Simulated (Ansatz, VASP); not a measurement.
## BPd4: VASP beside Ansatz

```
B Pd
1.0
     5.42797    0.00000    0.00000
    -2.71398    4.70076    0.00000
     0.00000    0.00000    2.79350
B Pd
1 4
Direct
  0.66667 0.33333 0.00000
  0.49760 0.50240 0.50000
  0.49760 0.99520 0.50000
  0.00480 0.50240 0.50000
  0.00000 0.00000 0.00000
```

Alike in both runs: functional PBE; k mesh 6 × 6 × 6; occupations gaussian, width 0.1 eV; no spin polarisation.

Ansatz relaxed the structure, and its values are those at the end. VASP's run is a single point on that final structure, the one shown.

```csv
,VASP,Ansatz
version,VASP 6.6.1,Ansatz 0.2.0
potentials or method,"VASP PAW PBE potentials, release 64 (B, Pd), cutoff 520 eV","scalar-relativistic, plane waves, PAW"
valence electrons in the cell,43,75
```

|  | VASP | Ansatz | Ansatz less VASP |
| --- | --- | --- | --- |
| gap on the k mesh at the Fermi level (eV) | none | none | - |
| pressure (GPa) | 0.0 | 0.0 | +0.01 |
| rms of the force components (eV/Å) | 0.015 | 0.000 | -0.0150 |

A gap of «none» marks a metal or a gap that the smearing closes. With one functional, cell and mesh, what is left measures potentials, basis and numerics. VASP's potentials hold 43 valence electrons a cell and Ansatz's 75, so a difference there can come from the potentials and not from the codes.

The k mesh is coarse, so the values compare programs but aren't converged.
